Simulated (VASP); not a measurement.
Write the native input for VASP 6.6.1 that does the following.

| Property | Result |
| --- | --- |
| Task | single point |
| Functional | LDA |
| Potentials or basis | VASP PAW LDA potentials, release 64 (Rh_pv) |
| Cutoff | 520 eV |
| k mesh | 10 × 10 × 3 |
| Occupations | fermi-dirac, width 0.1 eV |
| Spin | no spin polarisation |
| Dipole correction | no |
| Further INCAR settings | ALGO = Normal; EDIFF = 1e-07; NBANDS = 38 |

The structure of Rh lies in POSCAR:

```
Rh
1.0
    2.6691192667      0.0000000000      0.0000000000
   -1.3345596333      2.3115298301      0.0000000000
    0.0000000000      0.0000000000      8.7241331430
Rh
4
Direct
    0.0000000000      0.0000000000      0.0000000000
    0.3333333333      0.6666666667      0.2500000000
    0.0000000000      0.0000000000      0.5000000000
    0.6666666667      0.3333333333      0.7500000000
```

The input as run:

INCAR

```
SYSTEM = Rh
  ALGO = Normal
  EDIFF = 1E-7
  ENCUT = 520
  ISIF = 2
  ISMEAR = -1
  LASPH = .TRUE.
  LCHARG = .FALSE.
  LREAL = .FALSE.
  LWAVE = .FALSE.
  NBANDS = 38
  NELM = 100
  PREC = Accurate
  SIGMA = 0.1
```

KPOINTS

```
k-points
0
G
  10 10 3
  0 0 0
```

Potentials or basis: VASP PAW LDA potentials, release 64 (Rh_pv).

Launch:

```sh
$ cat potpaw_LDA.64/Rh_pv/POTCAR > POTCAR
$ mpirun -np 1 vasp_std > vasp.out
```

Results of the run:

The pressure is -3.7 GPa and the band gap on the k mesh is zero (band 30 reaches 13.00 eV, above the bottom of band 31 at 11.08 eV).

It took 76 s on 1 thread of Intel Xeon 8259CL, with other jobs on the host, peak memory 0.17 GiB.
